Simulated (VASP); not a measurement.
Write the native input for VASP 6.6.1 that does the following.

```
Task                   : relaxation of cell and atoms
Functional             : PBE
Potentials or basis    : VASP PAW PBE potentials, release 64 (Co, Si)
Cutoff                 : 600 eV
k mesh                 : 15 × 15 × 15
Occupations            : fermi-dirac, width 0.08 eV
Spin                   : no spin polarisation
Target pressure        : 24 GPa
Dipole correction      : no
Further INCAR settings : ALGO = Normal; EDIFF = 1e-06; IBRION = 2; EDIFFG = -0.005; NSW = 60; ISIF = 3
```

The structure of CoSi2 (MoSi2 type) lies in POSCAR:

```
CoSi2
1.0
   -1.5232674418      1.5232674418      3.7320052325
    1.5232674418     -1.5232674418      3.7320052325
    1.5232674418      1.5232674418     -3.7320052325
Co Si
1 2
Direct
    0.0000000000      0.0000000000      0.0000000000
    0.3350000000      0.3350000000      0.0000000000
   -0.3350000000     -0.3350000000      0.0000000000
```

The input as run:

INCAR

```
SYSTEM = CoSi2
PREC = Accurate
ENCUT = 600
EDIFF = 1E-6
ISMEAR = -1
SIGMA = 0.08
LREAL = .FALSE.
LASPH = .TRUE.
NELM = 60
ALGO = Normal
ISIF = 3
LWAVE = .FALSE.
LCHARG = .FALSE.
GGA = PE
IBRION = 2
NSW = 60
EDIFFG = -0.005
PSTRESS = 240.0
```

KPOINTS

```
Automatic mesh
0
G
  15 15 15
  0 0 0
```

Potentials or basis: VASP PAW PBE potentials, release 64 (Co, Si).

Command:

```bash
$ cat potpaw_PBE.64/Co/POTCAR potpaw_PBE.64/Si/POTCAR > POTCAR
$ mpirun -np 1 vasp_std > vasp.out
```

It gave:

```yaml
Relaxed_volume: 10.78 Å³/atom
Relaxed_cell: a = 4.067 Å, b = 4.067 Å, c = 4.067 Å, α = 135.73°, β = 135.73°, γ = 64.40°
Space_group_after_relaxing_to_0.05_Å: I4/mmm (No. 139)
Energy_change_on_relaxing_the_enthalpy_is_what_falls: +22.2 meV/atom
Ionic_steps: 13
Pressure_after_relaxing: 24.0 GPa
```

Caveat: the cell is relaxed towards a set pressure, so the enthalpy falls and the energy may rise.

It took 9.3 min on 1 thread of Intel(R) Xeon(R) 6975P-C (Granite Rapids) (shared host), peak memory 0.35 GiB.
